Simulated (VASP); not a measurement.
# Co (P6_3/mmc) in VASP: a series of runs

Runs on Co. Level: PBEsol. Tasks: electric field gradients.

Everything below comes from runs of VASP 6.6.1. Logs are shortened: lines on timing, memory, paths and dates and some standing lists are left out, and cuts for length are marked.

## 1. The cell of the first run

Symmetry: P6_3/mmc, No. 194, hexagonal system. Conventional cell: a = 2.544 Å, b = 2.544 Å, c = 4.132 Å, α = 90.00°, β = 90.00°, γ = 120.00°. Co (site symmetry -6m2) has 12 Co at 2.53 to 2.54 Å within 3.3 Å.

## 2. Electric field gradients, PBEsol, collinear spin, ferromagnetic start (11.58 Å³/atom)

The input, INCAR:

```
SYSTEM = Co
ALGO = Normal ; EDIFF = 1E-8
ENCUT = 520 ; GGA = PS
ISIF = 2 ; ISMEAR = -1
ISPIN = 2 ; LASPH = .TRUE.
LCHARG = .FALSE. ; LEFG = .TRUE.
LMAXMIX = 4 ; LORBIT = 11
LREAL = .FALSE. ; LWAVE = .FALSE.
MAGMOM = 2 2 ; NBANDS = 20
NELM = 150 ; PREC = Accurate
SIGMA = 0.05
```

The input, KPOINTS:

```
k-points
0
G
  19 19 10
  0 0 0
```

The input, POSCAR:

```
Co
1.0
    2.5439430942      0.0000000000      0.0000000000
   -1.2719715471      2.2031193454      0.0000000000
    0.0000000000      0.0000000000      4.1315075849
Co
2
Direct
    0.3333333333      0.6666666667      0.2500000000
    0.6666666667      0.3333333333      0.7500000000
```

Potentials or basis: VASP PAW PBE potentials, release 64 (Co).

Command:

```bash
$ cat potpaw_PBE.64/Co/POTCAR > POTCAR
$ mpirun -np 1 vasp_std > vasp.out
```

OUTCAR:

```text
SYSTEM = Co
   EDIFF = 1E-8
   ENCUT = 520
   GGA = PS
   ISIF = 2
   ISMEAR = -1
   ISPIN = 2
   LASPH = .TRUE.
   LORBIT = 11
   LREAL = .FALSE.
   NELM = 150
   PREC = Accurate

 ion  position               nearest neighbor table
   1  0.333  0.667  0.250-   2 2.53   2 2.53   2 2.53   2 2.53   2 2.53   2 2.53
   2  0.667  0.333  0.750-   1 2.53   1 2.53   1 2.53   1 2.53   1 2.53   1 2.53

  LATTYP: Found a hexagonal cell.
 ALAT       =     2.5439430942
 C/A-ratio  =     1.6240566050

  Lattice vectors:

 A1 = (   2.5439430942,   0.0000000000,   0.0000000000)
 A2 = (  -1.2719715471,   2.2031193454,   0.0000000000)
 A3 = (   0.0000000000,   0.0000000000,   4.1315075849)

Analysis of symmetry for initial positions (statically):
=====================================================================
 Subroutine PRICEL returns:
 Original cell was already a primitive cell.

 Routine SETGRP: Setting up the symmetry group for a
 hexagonal supercell.

 Subroutine GETGRP returns: Found 24 space group operations
 (whereof 12 operations were pure point group operations)
 out of a pool of 24 trial point group operations.

The static configuration has the point symmetry D_3d.
 The point group associated with its full space group is D_6h.

Analysis of symmetry for dynamics (positions and initial velocities):
=====================================================================
 Subroutine PRICEL returns:
 Original cell was already a primitive cell.

 Routine SETGRP: Setting up the symmetry group for a
 hexagonal supercell.

 Subroutine GETGRP returns: Found 24 space group operations
 (whereof 12 operations were pure point group operations)
 out of a pool of 24 trial point group operations.

The dynamic configuration has the point symmetry D_3d.
 The point group associated with its full space group is D_6h.

Analysis of structural, dynamic, and magnetic symmetry:
=====================================================================
 Subroutine PRICEL returns:
 Original cell was already a primitive cell.

 Routine SETGRP: Setting up the symmetry group for a
 hexagonal supercell.

 Subroutine GETGRP returns: Found 24 space group operations
 (whereof 12 operations were pure point group operations)
 out of a pool of 24 trial point group operations.

The overall configuration has the point symmetry D_3d.
 The point group associated with its full space group is D_6h.

 Subroutine INISYM returns: Found 24 space group operations
 (whereof 12 operations are pure point group operations),
 and found     1 'primitive' translations

----------------------------------------------------------------------------------------

                                     Primitive cell

  volume of cell :      23.1555

  direct lattice vectors                    reciprocal lattice vectors
     2.543943094  0.000000000  0.000000000     0.393090554  0.226950937  0.000000000
    -1.271971547  2.203119345  0.000000000     0.000000000  0.453901874  0.000000000
     0.000000000  0.000000000  4.131507585     0.000000000  0.000000000  0.242042397

  length of vectors
     2.543943094  2.543943094  4.131507585     0.453901874  0.453901874  0.242042397

  position of ions in fractional coordinates (direct lattice)
     0.333333333  0.666666667  0.250000000
     0.666666667  0.333333333  0.750000000

  ion indices of the primitive-cell ions
   primitive index   ion index
                 1           1
                 2           2

----------------------------------------------------------------------------------------

 KPOINTS: k-points

Automatic generation of k-mesh.
 Grid dimensions read from file:
 generate k-points for:   19   19   10

 Generating k-lattice:

  Cartesian coordinates                     Fractional coordinates (reciprocal lattice)
     0.020688977  0.011944786  0.000000000     0.052631579  0.000000000  0.000000000
     0.000000000  0.023889572  0.000000000     0.000000000  0.052631579  0.000000000
     0.000000000  0.000000000  0.024204240     0.000000000  0.000000000  0.100000000

  Length of vectors
     0.023889572  0.023889572  0.024204240
[... 60 lines left out ...]
   ISIF   =      2    stress and relaxation
   ISYM   =      2    0-nonsym 1-usesym 2-fastsym
   POTIM  = 0.5000    time-step for ionic-motion
   TEBEG  =    0.0;   TEEND  =   0.0 temperature during run
   PSTRESS=    0.0 pullay stress
   NELECT =      18.0000    total number of electrons
   NUPDOWN=      -1.0000    fix difference up-down
   EMIN   =  10.00;   EMAX   =-10.00  energy-range for DOS
   EFERMI =   0.00;   METHOD = LEGACY
   ISMEAR =    -1;   SIGMA  =   0.05  broadening in eV -4-tet -1-fermi 0-gaus
   EFERMI_NEDOS =   21; number of points for ismear=-14 and -15
   IALGO  =     38    algorithm
   IMIX   =      4    mixing-type and parameters
     AMIX     =   0.40;   BMIX     =  1.00
     AMIX_MAG =   1.60;   BMIX_MAG =  1.00
  volume/ion in A,a.u.               =      11.58        78.13
  Fermi-wavevector in a.u.,A,eV,Ry     =   1.505270  2.844547 30.828585  2.265837
  Thomas-Fermi vector in A             =   2.616141
   LORBIT       =     11    0 simple, 1 ext, 2 COOP (PROOUT), +10 PAW based schemes
   GGA     = PS    functional components
   LHFCALC =     F    Hartree Fock is set to
   AEXX    =    0.0000 exact exchange contribution
   IVDW    =     0    specifies the selected vdW correction
   LEPSILON=     F    determine dielectric tensor
   LRPA    =     F    only Hartree local field effects (RPA)
 spin polarized calculation
  energy-cutoff  :      520.00
  volume of cell :       23.16
 maximum number of plane-waves:       646
 NGX is ok and might be reduce to    20
   NGX =  9   NGY =  9   NGZ = 15

 number of electron      18.0000008 magnetization       3.3143165

 Free energy of the ion-electron system (eV)
  ---------------------------------------------------
  ext. energy  EPLUGINS =         0.00000000
  ---------------------------------------------------
  free energy    TOTEN  =       -15.29743478 eV

  energy without entropy =      -15.28147880  energy(sigma->0) =      -15.28945679

 E-fermi :   9.1881     XC(G=0): -13.1987

 val. band max:        9.1874907833   @ k =   0.4211   0.1053   0.4000
 cond. band min:       9.1907081877   @ k =   0.1579   0.0000   0.3000
 fundamental gap:      0.0032174044
 Fermi energy:         9.1881321353

 spin component 1

 k-point     1 :       0.0000    0.0000    0.0000
  band No.  band energies     occupation
      1       0.5913      1.00000
      2       4.3199      1.00000
      3       6.6433      1.00000
      4       6.6860      1.00000
      5       6.6860      1.00000
      6       6.9621      1.00000
[... 541 lines left out ...]
     19      31.3112      0.00000
     20      32.9297      0.00000

 [... further k-points ...]

 spin component 2

 k-point     1 :       0.0000    0.0000    0.0000
  band No.  band energies     occupation
      1       0.6368      1.00000
      2       5.2969      1.00000
      3       8.2988      1.00000
      4       8.3532      1.00000
      5       8.3532      1.00000
      6       8.6801      0.99996
[... 541 lines left out ...]
     19      31.6651      0.00000
     20      33.3025      0.00000

 [... further k-points ...]

------------------------ aborting loop because EDIFF is reached ----------------------------------------

  FORCE on cell =-STRESS in cart. coord.  units (eV):
  Direction    XX          YY          ZZ          XY          YZ          ZX
  --------------------------------------------------------------------------------------
  -------------------------------------------------------------------------------------
  Total       -2.9666804     -2.9666804     -3.1352750     -0.0000000      0.0000000      0.0000000
  in kB     -205.2708952   -205.2708952   -216.9363096     -0.0000000      0.0000000      0.0000000
  external PRESSURE =    -209.1593667 kB  Pullay stress =       0.0000000 kB

 VOLUME and BASIS-vectors are now :
 -----------------------------------------------------------------------------
  energy-cutoff  :      520.00
  volume of cell :       23.16
      direct lattice vectors                 reciprocal lattice vectors
     2.543943094  0.000000000  0.000000000     0.393090554  0.226950937  0.000000000
    -1.271971547  2.203119345  0.000000000     0.000000000  0.453901874  0.000000000
     0.000000000  0.000000000  4.131507585     0.000000000  0.000000000  0.242042397

 POSITION                                       TOTAL-FORCE (eV/Angst)
 -----------------------------------------------------------------------------------
     -0.00000      1.46875      1.03288        -0.000000      0.000000      0.000000
      1.27197      0.73437      3.09863         0.000000     -0.000000      0.000000
 -----------------------------------------------------------------------------------
    total drift:                               -0.000000      0.000000     -0.000000

  FREE ENERGIE OF THE ION-ELECTRON SYSTEM (eV)
  ---------------------------------------------------
  free  energy   TOTEN  =       -15.2974347812 eV

  energy  without entropy=      -15.2814788038  energy(sigma->0) =      -15.28945679

 Electric field gradients (V/A^2)
---------------------------------------------------------------------
 ion       V_xx      V_yy      V_zz      V_xy      V_xz      V_yz
---------------------------------------------------------------------
   1       1.022     1.023    -2.044     0.001     0.000    -0.000
   2       1.022     1.023    -2.044     0.001    -0.000     0.000
---------------------------------------------------------------------

 Electric field gradients after diagonalization (V/A^2)
 (convention: |V_zz| > |V_xx| > |V_yy|)
----------------------------------------------------------------------
 ion       V_xx      V_yy      V_zz     asymmetry (V_yy - V_xx)/ V_zz
----------------------------------------------------------------------
   1       1.023     1.021    -2.044       0.001
   2       1.023     1.021    -2.044       0.001
----------------------------------------------------------------------

           NMR quadrupolar parameters

 Cq : quadrupolar parameter    Cq=e*Q*V_zz/h
 eta: asymmetry parameters     (V_yy - V_xx)/ V_zz
 Q  : nuclear electric quadrupole moment in mb (millibarn)
----------------------------------------------------------------------
 ion       Cq(MHz)       eta       Q (mb)
----------------------------------------------------------------------
   1      -0.005       0.001       1.000
   2      -0.005       0.001       1.000
----------------------------------------------------------------------

 total charge

# of ion       s       p       d       tot
------------------------------------------
    1        0.463   0.471   7.217   8.151
    2        0.463   0.471   7.217   8.151
--------------------------------------------------
tot          0.927   0.942  14.434  16.302

 magnetization (x)

# of ion       s       p       d       tot
------------------------------------------
    1       -0.014  -0.050   1.748   1.684
    2       -0.014  -0.050   1.748   1.684
--------------------------------------------------
tot         -0.028  -0.100   3.496   3.369
```

It took 8 min on 1 thread of Oxide Virtual Turin-like, shared host; peak memory 0.23 GiB.

What came out:

```yaml
Free_energy: -15.2974 eV
Pressure: -20.9 GPa
Net_moment: 3.31 μB per cell
Site_moments: Co +1.68 μB
Largest_electric_field_gradient_by_atom: Co -2.0 V/Å²
Valence_electrons_inside_the_program's_atomic_spheres: Co 8.15
```

Stress tensor (GPa, compression positive):
```
-20.53   0.00   0.00
  0.00 -20.53   0.00
  0.00   0.00 -21.69
```

Electric field gradients, principal values (V/Å²):
| atom | least | middle | greatest (by size) |
| --- | --- | --- | --- |
| 1 Co | 1.021 | 1.023 | -2.044 |
| 2 Co | 1.021 | 1.023 | -2.044 |

Caveat: the cell stands under tension; without QUAD_EFG the Cq values of the log hold for a quadrupole moment of 1 mb, not for the nuclei; the PAW data sets were made with another functional, which shifts forces and pressure a little.

## 3. Electric field gradients, PBEsol, collinear spin, ferromagnetic start (11.91 Å³/atom)

This run uses another cell than the first one, of 11.91 Å³/atom.

The input, INCAR:

```
PREC = Accurate ; ENCUT = 520
EDIFF = 1E-8 ; ISMEAR = -1
SIGMA = 0.05 ; LREAL = F
LASPH = T ; NELM = 150
ALGO = Normal ; ISIF = 2
LWAVE = F ; LCHARG = F
ISPIN = 2 ; MAGMOM = 2 2
LORBIT = 11 ; LMAXMIX = 4
GGA = PS ; LEFG = T
NBANDS = 20
```

The input, KPOINTS:

```
Automatic mesh
0
Gamma
  19 19 10
```

The input, POSCAR:

```
Co
1.0
    2.5684055861      0.0000000000      0.0000000000
   -1.2842027931      2.2243044849      0.0000000000
    0.0000000000      0.0000000000      4.1712360565
Co
2
Direct
    0.3333333333      0.6666666667      0.2500000000
    0.6666666667      0.3333333333      0.7500000000
```

Potentials or basis: VASP PAW PBE potentials, release 64 (Co).

Command:

```bash
$ cat potpaw_PBE.64/Co/POTCAR > POTCAR
$ mpirun -np 1 vasp_std > vasp.out
```

OUTCAR:

```text
PREC = Accurate
   ENCUT = 520
   EDIFF = 1E-8
   ISMEAR = -1
   LREAL = F
   LASPH = T
   NELM = 150
   ISIF = 2
   ISPIN = 2
   LORBIT = 11
   GGA = PS

 ion  position               nearest neighbor table
   1  0.333  0.667  0.250-   2 2.56   2 2.56   2 2.56   2 2.56   2 2.56   2 2.56
   2  0.667  0.333  0.750-   1 2.56   1 2.56   1 2.56   1 2.56   1 2.56   1 2.56

  LATTYP: Found a hexagonal cell.
 ALAT       =     2.5684055861
 C/A-ratio  =     1.6240566050

  Lattice vectors:

 A1 = (   2.5684055861,   0.0000000000,   0.0000000000)
 A2 = (  -1.2842027931,   2.2243044849,   0.0000000000)
 A3 = (   0.0000000000,   0.0000000000,   4.1712360565)

Analysis of symmetry for initial positions (statically):
=====================================================================
 Subroutine PRICEL returns:
 Original cell was already a primitive cell.

 Routine SETGRP: Setting up the symmetry group for a
 hexagonal supercell.
[... 1326 lines left out ...]
 -----------------------------------------------------------------------------------
    total drift:                               -0.000000      0.000000     -0.000000

  FREE ENERGIE OF THE ION-ELECTRON SYSTEM (eV)
  ---------------------------------------------------
  free  energy   TOTEN  =       -15.2016887843 eV

  energy  without entropy=      -15.1854025573  energy(sigma->0) =      -15.19354567

 Electric field gradients (V/A^2)
---------------------------------------------------------------------
 ion       V_xx      V_yy      V_zz      V_xy      V_xz      V_yz
---------------------------------------------------------------------
   1       1.108     1.110    -2.218     0.002     0.000    -0.000
   2       1.108     1.110    -2.218     0.002    -0.000     0.000
---------------------------------------------------------------------

 Electric field gradients after diagonalization (V/A^2)
 (convention: |V_zz| > |V_xx| > |V_yy|)
----------------------------------------------------------------------
 ion       V_xx      V_yy      V_zz     asymmetry (V_yy - V_xx)/ V_zz
----------------------------------------------------------------------
   1       1.111     1.106    -2.218       0.002
   2       1.111     1.106    -2.218       0.002
----------------------------------------------------------------------

           NMR quadrupolar parameters

 Cq : quadrupolar parameter    Cq=e*Q*V_zz/h
 eta: asymmetry parameters     (V_yy - V_xx)/ V_zz
 Q  : nuclear electric quadrupole moment in mb (millibarn)
----------------------------------------------------------------------
 ion       Cq(MHz)       eta       Q (mb)
----------------------------------------------------------------------
   1      -0.005       0.002       1.000
   2      -0.005       0.002       1.000
----------------------------------------------------------------------

 total charge

# of ion       s       p       d       tot
------------------------------------------
    1        0.453   0.449   7.201   8.103
    2        0.453   0.449   7.201   8.103
--------------------------------------------------
tot          0.906   0.898  14.402  16.206

 magnetization (x)

# of ion       s       p       d       tot
------------------------------------------
    1       -0.013  -0.049   1.773   1.711
    2       -0.013  -0.049   1.773   1.711
--------------------------------------------------
tot         -0.027  -0.098   3.546   3.421
```

stdout:

```text
POSCAR found type information on POSCAR Co
 POSCAR found :  1 types and       2 ions
 scaLAPACK will be used
 -----------------------------------------------------------------------------
|                                                                             |
|                                                                             |
|     You enforced a specific xc type in the INCAR file but a different       |
|     I HOPE YOU KNOW WHAT YOU ARE DOING!                                     |
|                                                                             |
 -----------------------------------------------------------------------------

 LDA part: xc-table for (Slater+PW92), standard interpolation
 POSCAR, INCAR and KPOINTS ok, starting setup
 FFT: planning ... GRIDC
 FFT: planning ... GRID_SOFT
 FFT: planning ... GRID
 WAVECAR not read
 entering main loop
ion   1

ion   2
```

Wall time 5.1 min (1 thread of Oxide Virtual Turin-like, shared host); peak memory 0.23 GiB.

Results:

* Free energy: -15.2017 eV
* Pressure: -24.5 GPa
* Net moment: 3.36 μB per cell
* Site moments: Co +1.71 μB
* Largest electric field gradient by atom: Co -2.2 V/Å²
* Valence electrons inside the program's atomic spheres: Co 8.10

Stress tensor (GPa, compression positive):
```
-24.20   0.00   0.00
  0.00 -24.20   0.00
  0.00   0.00 -25.02
```

Levels at points of the mesh, in eV from the Fermi level:
Spin up:
```tsv
k point	band 8	band 9	band 10	band 11	band 12	band 13	band 14	band 15
(0.00, 0.00, 0.00)	-1.90	-1.90	-0.96	-0.96	-0.12	5.47	21.17	22.87
(0.00, 0.00, 0.50)	-2.53	-1.23	-1.23	-1.23	-1.23	13.82	13.82	21.83
```
Spin down:
```csv
k point,band 3,band 4,band 5,band 6,band 7,band 8,band 9,band 10,band 11,band 12
"(0.00, 0.00, 0.00)",-0.84,-0.79,-0.79,-0.48,-0.48,-0.14,-0.09,-0.09,0.97,0.97
"(0.00, 0.00, 0.50)",-1.32,-1.32,-0.84,-0.84,-0.84,-0.84,0.67,0.67,0.67,0.67
```

Electric field gradients, principal values (V/Å²):
| atom | least | middle | greatest (by size) |
| --- | --- | --- | --- |
| 1 Co | 1.106 | 1.111 | -2.218 |
| 2 Co | 1.106 | 1.111 | -2.218 |

Caveat: the cell stands under tension; without QUAD_EFG the Cq values of the log hold for a quadrupole moment of 1 mb, not for the nuclei; the PAW data sets were made with another functional, which shifts forces and pressure a little.
